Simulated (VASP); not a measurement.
# Pt (P-1) in VASP: single point with PBE

Aim: the single point of Pt with PBE.

All numbers are computed with VASP 6.6.1; they aren't measurements. Logs are shortened: lines on timing, memory, paths and dates and some standing lists are left out, and cuts for length are marked.

### Step 1. The cell of the first run

The typed cell holds 2 atoms: a = 4.238 Å, b = 4.061 Å, c = 4.200 Å, α = 58.88°, β = 58.65°, γ = 58.43°.

### Step 2. Single point, PBE

The input, INCAR:

```
SYSTEM = Pt
PREC = Accurate
ENCUT = 500
EDIFF = 1E-6
ISMEAR = -1
SIGMA = 0.15
LREAL = .FALSE.
LASPH = .TRUE.
NELM = 120
ALGO = Normal
ISIF = 2
LWAVE = .FALSE.
LCHARG = .TRUE.
GGA = PE
LELF = .TRUE.
LVHAR = .TRUE.
NBANDS = 17
GGA_COMPAT = .FALSE.
```

The input, KPOINTS:

```
Automatic mesh
0
Gamma
  2 2 2
  0.5 0.5 0.5
```

The input, POSCAR:

```
Pt
1.0
   -3.0181590000      0.0259260000      2.9753980000
   -0.1146320000      2.8533410000      2.8866920000
   -3.0074460000      2.9313330000      0.0366400000
Pt
2
Direct
    0.4584180000      0.0032500000      0.5759090000
    0.6588490000      0.3811200000      0.7659530000
```

Potentials or basis: VASP PAW PBE potentials, release 64 (Pt).

Started as:

```sh
$ cat potpaw_PBE.64/Pt/POTCAR > POTCAR
$ mpirun -np 1 vasp_std > vasp.out
```

OUTCAR:

```text
SYSTEM = Pt
   PREC = Accurate
   ENCUT = 500
   EDIFF = 1E-6
   ISMEAR = -1
   LREAL = .FALSE.
   LASPH = .TRUE.
   NELM = 120
   ISIF = 2
   GGA = PE

 ion  position               nearest neighbor table
   1  0.458  0.003  0.576-   2 2.03   2 2.66   2 2.74   2 2.76
   2  0.659  0.381  0.766-   1 2.03   1 2.66   1 2.74   1 2.76

  Warning from LATTYP: Got some problem with cell dimensions!
  Tried to take original basis but could not verify dimensions!
  LATTYP: Found a triclinic cell.
 ALAT       =     4.0616809320
 B/A-ratio  =     1.0174432572
 C/A-ratio  =     0.9997100329
 COS(alpha) =     0.0115851371
 COS(beta)  =     0.4652472466
 COS(gamma) =     0.5106471141

  Lattice vectors:

 A1 = (  -2.8928140000,   0.0779920000,  -2.8500520000)
 A2 = (   0.0107130000,   2.9054070000,  -2.9387580000)
 A3 = (   0.1146320000,  -2.8533410000,  -2.8866920000)

Analysis of symmetry for initial positions (statically):
=====================================================================
 Subroutine PRICEL returns:
 Original cell was already a primitive cell.

 Routine SETGRP: Setting up the symmetry group for a
 triclinic supercell.

 Subroutine GETGRP returns: Found  2 space group operations
 (whereof  1 operations were pure point group operations)
 out of a pool of  2 trial point group operations.

The static configuration has the point symmetry C_1 .
 The point group associated with its full space group is S_2 .

Analysis of symmetry for dynamics (positions and initial velocities):
=====================================================================
 Subroutine PRICEL returns:
 Original cell was already a primitive cell.

 Routine SETGRP: Setting up the symmetry group for a
 triclinic supercell.

 Subroutine GETGRP returns: Found  2 space group operations
 (whereof  1 operations were pure point group operations)
 out of a pool of  2 trial point group operations.

The dynamic configuration has the point symmetry C_1 .
 The point group associated with its full space group is S_2 .

 Subroutine INISYM returns: Found  2 space group operations
 (whereof  1 operations are pure point group operations),
 and found     1 'primitive' translations

[... 65 lines left out ...]
   ISTART =      0    job   : 0-new  1-cont  2-samecut
   ICHARG =      2    charge: 1-file 2-atom 10-const
   ISPIN  =      1    spin polarized calculation?
   LNONCOLLINEAR =      F non collinear calculations
   LSORBIT =      F    spin-orbit coupling
   LASPH  =      T    aspherical Exc in radial PAW
   ENCUT  =  500.0 eV  36.75 Ry    6.06 a.u.   7.73  7.40  7.66*2*pi/ulx,y,z
   NELM   =    120;   NELMIN=  2; NELMDL= -5     # of ELM steps
   EDIFF  = 0.1E-05   stopping-criterion for ELM
   LREAL  =      F    real-space projection
   EDIFFG = 0.1E-04   stopping-criterion for IOM
   NSW    =      0    number of steps for IOM
   IBRION =     -1    ionic relax: 0-MD 1-quasi-New 2-CG
   NFREE  =      0    steps in history (QN), initial steepest desc. (CG)
   ISIF   =      2    stress and relaxation
   ISYM   =      2    0-nonsym 1-usesym 2-fastsym
   POTIM  = 0.5000    time-step for ionic-motion
   TEBEG  =    0.0;   TEEND  =   0.0 temperature during run
   PSTRESS=    0.0 pullay stress
   NELECT =      20.0000    total number of electrons
   NUPDOWN=      -1.0000    fix difference up-down
   EMIN   =  10.00;   EMAX   =-10.00  energy-range for DOS
   EFERMI =   0.00;   METHOD = LEGACY
   ISMEAR =    -1;   SIGMA  =   0.15  broadening in eV -4-tet -1-fermi 0-gaus
   EFERMI_NEDOS =   21; number of points for ismear=-14 and -15
   IALGO  =     38    algorithm
   IMIX   =      4    mixing-type and parameters
     AMIX     =   0.40;   BMIX     =  1.00
     AMIX_MAG =   1.60;   BMIX_MAG =  1.00
  volume/ion in A,a.u.               =      24.77       167.13
  Fermi-wavevector in a.u.,A,eV,Ry     =   1.210015  2.286597 19.920779  1.464136
  Thomas-Fermi vector in A             =   2.345575
   LORBIT       =      0    0 simple, 1 ext, 2 COOP (PROOUT), +10 PAW based schemes
   GGA     = PE    functional components
   LHFCALC =     F    Hartree Fock is set to
   AEXX    =    0.0000 exact exchange contribution
   IVDW    =     0    specifies the selected vdW correction
   LEPSILON=     F    determine dielectric tensor
   LRPA    =     F    only Hartree local field effects (RPA)
 non-spin polarized calculation
  energy-cutoff  :      500.00
  volume of cell :       49.53
 maximum number of plane-waves:      1267
 NGX is ok and might be reduce to    30
   NGX = 15   NGY = 15   NGZ = 15

 number of electron      20.0000000 magnetization

 Free energy of the ion-electron system (eV)
  ---------------------------------------------------
  ext. energy  EPLUGINS =         0.00000000
  ---------------------------------------------------
  free energy    TOTEN  =        -7.62973774 eV

  energy without entropy =       -7.40898714  energy(sigma->0) =       -7.51936244

 E-fermi :   4.9579     XC(G=0): -10.2055

 val. band max:        4.7173439496   @ k =  -0.2500   0.2500   0.2500
 cond. band min:       5.1790842309   @ k =   0.2500  -0.2500   0.2500
 fundamental gap:      0.4617402812
 Fermi energy:         4.9578933579

 k-point     1 :       0.2500    0.2500    0.2500
  band No.  band energies     occupation
      1      -1.9409      2.00000
      2      -0.8965      2.00000
      3      -0.6579      2.00000
      4      -0.3084      2.00000
      5       0.8840      2.00000
      6       1.3552      2.00000
[... 57 lines left out ...]
      4       0.7041      2.00000
      5       1.1444      2.00000
      6       2.0397      2.00000
[... 9 lines left out ...]
     16      16.7941      0.00000
     17      18.5549      0.00000

------------------------ aborting loop because EDIFF is reached ----------------------------------------

  FORCE on cell =-STRESS in cart. coord.  units (eV):
  Direction    XX          YY          ZZ          XY          YZ          ZX
  --------------------------------------------------------------------------------------
  -------------------------------------------------------------------------------------
  Total        6.5081877      7.0830039      6.7416522     10.7706596      9.8256160     10.4628801
  in kB      210.5175370    229.1108675    218.0693107    348.3938730    317.8249560    338.4382640
  external PRESSURE =     219.2325717 kB  Pullay stress =       0.0000000 kB

 VOLUME and BASIS-vectors are now :
 -----------------------------------------------------------------------------
  energy-cutoff  :      500.00
  volume of cell :       49.53
      direct lattice vectors                 reciprocal lattice vectors
    -3.018159000  0.025926000  2.975398000    -0.168726808 -0.175188564  0.166464320
    -0.114632000  2.853341000  2.886692000     0.176068047  0.178426764  0.177043699
    -3.007446000  2.931333000  0.036640000    -0.169891229  0.169011687 -0.173805501

 POSITION                                       TOTAL-FORCE (eV/Angst)
 -----------------------------------------------------------------------------------
     -3.11597      1.70934      1.39446         7.657075      7.883631      7.777476
     -4.33576      3.34981      3.08858        -7.657075     -7.883631     -7.777476
 -----------------------------------------------------------------------------------
    total drift:                               -0.000006      0.000001      0.000002

  FREE ENERGIE OF THE ION-ELECTRON SYSTEM (eV)
  ---------------------------------------------------
  free  energy   TOTEN  =        -7.6297377359 eV

  energy  without entropy=       -7.4089871418  energy(sigma->0) =       -7.51936244
```

OSZICAR:

```text
N       E                     dE             d eps       ncg     rms          rms(c)
DAV:   1     0.991435446649E+02    0.99144E+02   -0.97068E+03   136   0.104E+03
DAV:   2    -0.624452460544E+01   -0.10539E+03   -0.99716E+02   157   0.216E+02
DAV:   3    -0.849806055184E+01   -0.22535E+01   -0.22415E+01   152   0.319E+01
DAV:   4    -0.851712783921E+01   -0.19067E-01   -0.19065E-01   151   0.312E+00
DAV:   5    -0.851750167985E+01   -0.37384E-03   -0.37384E-03   165   0.463E-01    0.167E+01
DAV:   6    -0.770682557392E+01    0.81068E+00   -0.31032E+00   144   0.107E+01    0.114E+01
DAV:   7    -0.764454497437E+01    0.62281E-01   -0.70544E-02   155   0.160E+00    0.559E+00
DAV:   8    -0.763021729801E+01    0.14328E-01   -0.16630E-02   139   0.719E-01    0.367E-01
DAV:   9    -0.762974020230E+01    0.47710E-03   -0.23403E-03   157   0.277E-01    0.488E-02
DAV:  10    -0.762973380557E+01    0.63967E-05   -0.75143E-05   181   0.536E-02    0.144E-02
DAV:  11    -0.762973677896E+01   -0.29734E-05   -0.64033E-06   172   0.160E-02    0.497E-03
DAV:  12    -0.762973773589E+01   -0.95693E-06   -0.85600E-07   150   0.592E-03
   1 F= -.76297377E+01 E0= -.75193624E+01  d E =-.220751E+00
```

It took 10 s on 1 thread of AMD EPYC 7R13, shared host; peak memory 0.14 GiB.

Results:

```
Free energy            : -7.6297 eV
Pressure               : 21.9 GPa
Largest force          : 13.464 eV/Å
Band gap on the k mesh : zero (band 10 reaches 5.18 eV, above the bottom of band 11 at 4.58 eV)
```

Forces on the atoms (eV/Å):
```
Pt   7.657  7.884  7.777
Pt  -7.657 -7.884 -7.777
```

Stress tensor (GPa, compression positive):
```
21.05 34.84 33.84
34.84 22.91 31.78
33.84 31.78 21.81
```

Caveat: the k points lie up to 0.96 Å⁻¹ apart; spin-orbit coupling is left out, which moves the levels of the heavy elements; forces of over 1 eV/Å act on the atoms, so gaps and moduli don't describe the material at rest.
